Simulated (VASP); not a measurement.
# Fe (Im-3m) in VASP: notebook

The runs below take Fe through single point, with PBE.

Everything below comes from runs of VASP 6.6.1. Logs are shortened: lines on timing, memory, paths and dates and some standing lists are left out, and cuts for length are marked.

### Step 1. The cell of the first run

Symmetry: Im-3m, No. 229, cubic system. Conventional cell: a = 2.886 Å, b = 2.886 Å, c = 2.886 Å, α = 90.00°, β = 90.00°, γ = 90.00°. Within 3.3 Å of Fe (site symmetry m-3m) lie 14 Fe at 2.50 to 2.89 Å.

### Step 2. Single point, PBE, collinear spin, ferromagnetic start

Contents of INCAR:

```
SYSTEM = Fe
PREC     = Accurate       ! precision mode
ENCUT    = 600            ! plane-wave cutoff, eV
EDIFF    = 1E-6           ! SCF threshold, eV
ISMEAR   = -1             ! smearing method
SIGMA    = 0.02           ! smearing width, eV
LREAL    = .FALSE.        ! projectors in reciprocal space
LASPH    = .TRUE.         ! aspherical terms in the spheres
NELM     = 200            ! most SCF steps
ALGO     = Normal         ! electronic algorithm
ISIF     = 2              ! what is computed and relaxed
LWAVE    = .FALSE.        ! write WAVECAR
LCHARG   = .FALSE.        ! write CHGCAR
ISPIN    = 2              ! spin polarisation
MAGMOM   = 3.41           ! initial moments
LORBIT   = 11             ! projections on sites
NUPDOWN  = 3.2            ! fixed moment
LMAXMIX  = 4              ! l up to which the mixer works
GGA      = PE             ! functional
NBANDS   = 14             ! bands
GGA_COMPAT= .FALSE.
```

Contents of KPOINTS:

```
regular mesh
0
G
  7 7 7
  0 0 0
```

Contents of POSCAR:

```
Fe
1.0
   -1.4430000000      1.4430000000      1.4430000000
    1.4430000000     -1.4430000000      1.4430000000
    1.4430000000      1.4430000000     -1.4430000000
Fe
1
Direct
    0.0000000000      0.0000000000      0.0000000000
```

Potentials or basis: VASP PAW PBE potentials, release 64 (Fe).

Launch:

```sh
> cat potpaw_PBE.64/Fe/POTCAR > POTCAR
> mpirun -np 1 vasp_std > vasp.out
```

OUTCAR:

```text
SYSTEM = Fe
   PREC = Accurate
   ENCUT = 600
   EDIFF = 1E-6
   ISMEAR = -1
   LREAL = .FALSE.
   LASPH = .TRUE.
   NELM = 200
   ISIF = 2
   ISPIN = 2
   LORBIT = 11
   NUPDOWN = 3.2
   GGA = PE

 ion  position               nearest neighbor table
   1  0.000  0.000  0.000-

  LATTYP: Found a body centered cubic cell.
 ALAT       =     2.8860000000

  Lattice vectors:

 A1 = (  -1.4430000000,   1.4430000000,   1.4430000000)
 A2 = (   1.4430000000,  -1.4430000000,   1.4430000000)
 A3 = (   1.4430000000,   1.4430000000,  -1.4430000000)

Analysis of symmetry for initial positions (statically):
=====================================================================
 Subroutine PRICEL returns:
 Original cell was already a primitive cell.

 Routine SETGRP: Setting up the symmetry group for a
 body centered cubic supercell.

 Subroutine GETGRP returns: Found 48 space group operations
 (whereof 48 operations were pure point group operations)
 out of a pool of 48 trial point group operations.

The static configuration has the point symmetry O_h .

Analysis of symmetry for dynamics (positions and initial velocities):
=====================================================================
 Subroutine PRICEL returns:
 Original cell was already a primitive cell.

 Routine SETGRP: Setting up the symmetry group for a
 body centered cubic supercell.

 Subroutine GETGRP returns: Found 48 space group operations
 (whereof 48 operations were pure point group operations)
 out of a pool of 48 trial point group operations.

The dynamic configuration has the point symmetry O_h .

Analysis of structural, dynamic, and magnetic symmetry:
=====================================================================
 Subroutine PRICEL returns:
 Original cell was already a primitive cell.

 Routine SETGRP: Setting up the symmetry group for a
 body centered cubic supercell.

 Subroutine GETGRP returns: Found 48 space group operations
 (whereof 48 operations were pure point group operations)
 out of a pool of 48 trial point group operations.

The overall configuration has the point symmetry O_h .

 Subroutine INISYM returns: Found 48 space group operations
 (whereof 48 operations are pure point group operations),
 and found     1 'primitive' translations

----------------------------------------------------------------------------------------

                                     Primitive cell

  volume of cell :      12.0187

  direct lattice vectors                    reciprocal lattice vectors
    -1.443000000  1.443000000  1.443000000     0.000000000  0.346500347  0.346500347
     1.443000000 -1.443000000  1.443000000     0.346500347  0.000000000  0.346500347
     1.443000000  1.443000000 -1.443000000     0.346500347  0.346500347  0.000000000

  length of vectors
     2.499349315  2.499349315  2.499349315     0.490025489  0.490025489  0.490025489

  position of ions in fractional coordinates (direct lattice)
     0.000000000  0.000000000  0.000000000

  ion indices of the primitive-cell ions
   primitive index   ion index
                 1           1

----------------------------------------------------------------------------------------

 KPOINTS: regular mesh

Automatic generation of k-mesh.
 Grid dimensions read from file:
 generate k-points for:    7    7    7

 Generating k-lattice:

  Cartesian coordinates                     Fractional coordinates (reciprocal lattice)
     0.000000000  0.049500050  0.049500050     0.142857143  0.000000000  0.000000000
     0.049500050  0.000000000  0.049500050     0.000000000  0.142857143  0.000000000
     0.049500050  0.049500050  0.000000000     0.000000000  0.000000000  0.142857143

  Length of vectors
     0.070003641  0.070003641  0.070003641

  Shift w.r.t. Gamma in fractional coordinates (k-lattice)
     0.000000000  0.000000000  0.000000000

 Subroutine IBZKPT returns following result:
 ===========================================

 Found     20 irreducible k-points:

 Following reciprocal coordinates:
            Coordinates               Weight
  0.000000  0.000000  0.000000      1.000000
  0.142857  0.000000  0.000000     12.000000
  0.285714  0.000000  0.000000     12.000000
  0.428571  0.000000  0.000000     12.000000
  0.142857  0.142857  0.000000     24.000000
  0.285714  0.142857  0.000000     48.000000
[... 12 lines left out ...]
 -0.428571 -0.428571  0.285714      8.000000
 -0.428571  0.428571  0.428571      6.000000
   k-points           NKPTS =     20   k-points in BZ     NKDIM =     20   number of bands    NBANDS=     14
   number of dos      NEDOS =    301   number of ions     NIONS =      1
   total plane-waves  NPLWV =   8000
   dimension x,y,z NGX =    20 NGY =   20 NGZ =   20
   dimension x,y,z NGXF=    40 NGYF=   40 NGZF=   40
   ions per type =               1
   NGX,Y,Z   is equivalent  to a cutoff of  13.30, 13.30, 13.30 a.u.
   NGXF,Y,Z  is equivalent  to a cutoff of  26.61, 26.61, 26.61 a.u.
 SYSTEM =  Fe
   PREC   = accura    normal or accurate (medium, high low for compatibility)
   ISTART =      0    job   : 0-new  1-cont  2-samecut
   ICHARG =      2    charge: 1-file 2-atom 10-const
   ISPIN  =      2    spin polarized calculation?
   LNONCOLLINEAR =      F non collinear calculations
   LSORBIT =      F    spin-orbit coupling
   LASPH  =      T    aspherical Exc in radial PAW
   ENCUT  =  600.0 eV  44.10 Ry    6.64 a.u.   4.99  4.99  4.99*2*pi/ulx,y,z
   NELM   =    200;   NELMIN=  2; NELMDL= -5     # of ELM steps
   EDIFF  = 0.1E-05   stopping-criterion for ELM
   LREAL  =      F    real-space projection
   EDIFFG = 0.1E-04   stopping-criterion for IOM
   NSW    =      0    number of steps for IOM
   IBRION =     -1    ionic relax: 0-MD 1-quasi-New 2-CG
   NFREE  =      0    steps in history (QN), initial steepest desc. (CG)
   ISIF   =      2    stress and relaxation
   ISYM   =      2    0-nonsym 1-usesym 2-fastsym
   POTIM  = 0.5000    time-step for ionic-motion
   TEBEG  =    0.0;   TEEND  =   0.0 temperature during run
   PSTRESS=    0.0 pullay stress
   NELECT =       8.0000    total number of electrons
   NUPDOWN=       3.2000    fix difference up-down
   EMIN   =  10.00;   EMAX   =-10.00  energy-range for DOS
   EFERMI =   0.00;   METHOD = LEGACY
   ISMEAR =    -1;   SIGMA  =   0.02  broadening in eV -4-tet -1-fermi 0-gaus
   EFERMI_NEDOS =   21; number of points for ismear=-14 and -15
   IALGO  =     38    algorithm
   IMIX   =      4    mixing-type and parameters
     AMIX     =   0.40;   BMIX     =  1.00
     AMIX_MAG =   1.60;   BMIX_MAG =  1.00
  volume/ion in A,a.u.               =      12.02        81.11
  Fermi-wavevector in a.u.,A,eV,Ry     =   1.429394  2.701162 27.798962  2.043166
  Thomas-Fermi vector in A             =   2.549352
   LORBIT       =     11    0 simple, 1 ext, 2 COOP (PROOUT), +10 PAW based schemes
   GGA     = PE    functional components
   LHFCALC =     F    Hartree Fock is set to
   AEXX    =    0.0000 exact exchange contribution
   IVDW    =     0    specifies the selected vdW correction
   LEPSILON=     F    determine dielectric tensor
   LRPA    =     F    only Hartree local field effects (RPA)
 spin polarized calculation
  energy-cutoff  :      600.00
  volume of cell :       12.02
 maximum number of plane-waves:       410
   NGX =  9   NGY =  9   NGZ =  9

 number of electron       7.9999995 magnetization       3.1999945

 Free energy of the ion-electron system (eV)
  ---------------------------------------------------
  ext. energy  EPLUGINS =         0.00000000
  ---------------------------------------------------
  free energy    TOTEN  =        -7.81038110 eV

  energy without entropy =       -7.80704515  energy(sigma->0) =       -7.80871312

 E-fermi :   5.0664     XC(G=0): -12.7851

 val. band max:        6.7093367966   @ k =  -0.4286   0.4286   0.1429
 cond. band min:       5.0784053417   @ k =  -0.2857   0.2857   0.1429
 fundamental gap:     -1.6309314549
 Fermi energy:         7.5541332141

 spin component 1

 k-point     1 :       0.0000    0.0000    0.0000
  band No.  band energies     occupation
      1      -3.0807      1.00000
      2       2.7035      1.00000
      3       2.7035      1.00000
      4       2.7035      1.00000
      5       3.9735      1.00000
      6       3.9735      1.00000
      7      29.4801      0.00000
      8      29.4801      0.00000
      9      29.4801      0.00000
     10      34.2763      0.00000
     11      34.2763      0.00000
     12      36.1487      0.00000
     13      36.1487      0.00000
     14      36.1494      0.00000

 k-point     2 :       0.1429    0.0000    0.0000
  band No.  band energies     occupation
      1      -2.2931      1.00000
      2       2.5088      1.00000
      3       2.6729      1.00000
      4       3.1064      1.00000
      5       3.8195      1.00000
      6       3.9912      1.00000
      7      25.1884      0.00000
      8      28.0073      0.00000
      9      28.8712      0.00000
     10      31.2996      0.00000
     11      32.4999      0.00000
     12      33.3125      0.00000
     13      36.5697      0.00000
     14      38.3259      0.00000
[... 274 lines left out ...]
  band No.  band energies     occupation
      1       1.0034      1.00000
      2       1.0034      1.00000
      3       3.5251      1.00000
      4       4.6669      1.00000
      5       4.6669      1.00000
      6      12.9803      0.00000
      7      12.9803      0.00000
      8      14.2333      0.00000
      9      23.3568      0.00000
     10      23.3568      0.00000
     11      27.8955      0.00000
     12      38.0979      0.00000
     13      46.1550      0.00000
     14      47.8407      0.00000

 k-point    20 :      -0.4286    0.4286    0.4286
  band No.  band energies     occupation
      1       0.6939      1.00000
      2       0.6994      1.00000
      3       4.6158      1.00000
      4       4.6158      1.00000
      5       4.8011      1.00000
      6      12.2261      0.00000
      7      15.2696      0.00000
      8      15.2696      0.00000
      9      20.2551      0.00000
     10      21.5479      0.00000
     11      26.1276      0.00000
     12      42.1965      0.00000
     13      47.1433      0.00000
     14      47.1433      0.00000
 Fermi energy:         5.0664393454

 spin component 2

 k-point     1 :       0.0000    0.0000    0.0000
  band No.  band energies     occupation
      1      -2.4113      1.00000
      2       5.5706      0.00000
      3       5.5706      0.00000
      4       5.5706      0.00000
      5       7.3141      0.00000
      6       7.3142      0.00000
      7      29.7041      0.00000
      8      29.7041      0.00000
      9      29.7041      0.00000
     10      34.8510      0.00000
     11      34.8510      0.00000
     12      37.5346      0.00000
     13      37.5346      0.00000
     14      37.5798      0.00000

 k-point     2 :       0.1429    0.0000    0.0000
  band No.  band energies     occupation
      1      -1.6148      1.00000
      2       5.3236      0.00000
      3       5.4849      0.00000
      4       6.0205      0.00000
      5       7.1019      0.00000
      6       7.3372      0.00000
      7      25.9972      0.00000
      8      28.4501      0.00000
      9      29.4215      0.00000
     10      32.7683      0.00000
     11      33.7426      0.00000
     12      34.0181      0.00000
     13      37.2850      0.00000
     14      39.4395      0.00000
[... 275 lines left out ...]
      1       3.3604      1.00000
      2       3.3604      1.00000
      3       6.3108      0.00000
      4       7.7615      0.00000
      5       7.7615      0.00000
      6      14.3591      0.00000
      7      14.3591      0.00000
      8      15.5149      0.00000
      9      24.4594      0.00000
     10      24.4594      0.00000
     11      29.3758      0.00000
     12      39.1301      0.00000
     13      47.1390      0.00000
     14      48.9185      0.00000

 k-point    20 :      -0.4286    0.4286    0.4286
  band No.  band energies     occupation
      1       3.0148      1.00000
      2       3.1023      1.00000
      3       7.6889      0.00000
      4       7.6889      0.00000
      5       7.9725      0.00000
      6      13.4171      0.00000
      7      16.2452      0.00000
      8      16.2452      0.00000
      9      21.7588      0.00000
     10      22.8600      0.00000
     11      27.6326      0.00000
     12      43.1650      0.00000
     13      48.2164      0.00000
     14      48.2164      0.00000

------------------------ aborting loop because EDIFF is reached ----------------------------------------

  FORCE on cell =-STRESS in cart. coord.  units (eV):
  Direction    XX          YY          ZZ          XY          YZ          ZX
  --------------------------------------------------------------------------------------
  -------------------------------------------------------------------------------------
  Total        1.1382502      1.1382502      1.1382502      0.0000000     -0.0000000      0.0000000
  in kB      151.7362390    151.7362390    151.7362390      0.0000000     -0.0000000      0.0000000
  external PRESSURE =     151.7362390 kB  Pullay stress =       0.0000000 kB

 VOLUME and BASIS-vectors are now :
 -----------------------------------------------------------------------------
  energy-cutoff  :      600.00
  volume of cell :       12.02
      direct lattice vectors                 reciprocal lattice vectors
    -1.443000000  1.443000000  1.443000000     0.000000000  0.346500347  0.346500347
     1.443000000 -1.443000000  1.443000000     0.346500347  0.000000000  0.346500347
     1.443000000  1.443000000 -1.443000000     0.346500347  0.346500347  0.000000000

 POSITION                                       TOTAL-FORCE (eV/Angst)
 -----------------------------------------------------------------------------------
      0.00000      0.00000      0.00000         0.000000     -0.000000      0.000000
 -----------------------------------------------------------------------------------
    total drift:                                0.000000     -0.000000      0.000000

  FREE ENERGIE OF THE ION-ELECTRON SYSTEM (eV)
  ---------------------------------------------------
  free  energy   TOTEN  =        -7.8103810984 eV

  energy  without entropy=       -7.8070451459  energy(sigma->0) =       -7.80871312

 total charge

# of ion       s       p       d       tot
------------------------------------------
    1        0.495   0.527   6.128   7.150

 magnetization (x)

# of ion       s       p       d       tot
------------------------------------------
    1        0.017   0.058   3.048   3.123
```

Wall time 5 s (1 thread of Intel Xeon 6975P-C (Granite Rapids), shared host); peak memory 0.13 GiB.

Results:

| Property | Result |
| --- | --- |
| Free energy | -7.8104 eV |
| Pressure | 15.2 GPa |
| Net moment | 3.20 μB per cell |
| Site moments | Fe +3.12 μB |
| Valence electrons inside the program's atomic spheres | Fe 7.15 |

Caveat: the k points lie up to 0.44 Å⁻¹ apart; the total moment is fixed, so each spin has its own Fermi level.

### Step 3. Single point, PBE, collinear spin, ferromagnetic start

Contents of INCAR:

```
SYSTEM = Fe
ALGO = Normal ; EDIFF = 1E-6
ENCUT = 600 ; GGA = PE
GGA_COMPAT = .FALSE. ; ISIF = 2
ISMEAR = -1 ; ISPIN = 2
LASPH = .TRUE. ; LCHARG = .FALSE.
LMAXMIX = 4 ; LORBIT = 11
LREAL = .FALSE. ; LWAVE = .FALSE.
MAGMOM = 4.19 ; NBANDS = 14
NELM = 200 ; NUPDOWN = 4.2
PREC = Accurate ; SIGMA = 0.02
```

Contents of KPOINTS:

```
k-points
0
G
  7 7 7
  0 0 0
```

POSCAR is that of step 2.

Potentials or basis: VASP PAW PBE potentials, release 64 (Fe).

Launch:

```sh
> cat potpaw_PBE.64/Fe/POTCAR > POTCAR
> mpirun -np 1 vasp_std > vasp.out
```

Run time: 5 s. Hardware: 1 thread of Intel Xeon 6975P-C (Granite Rapids), shared host; peak memory 0.13 GiB.

It converged, with:

* Free energy: -5.4928 eV
* Pressure: 62.8 GPa
* Net moment: 4.20 μB per cell
* Site moments: Fe +3.97 μB
* Valence electrons inside the program's atomic spheres: Fe 7.12

Caveat: the k points lie up to 0.44 Å⁻¹ apart; the total moment is fixed, so each spin has its own Fermi level.
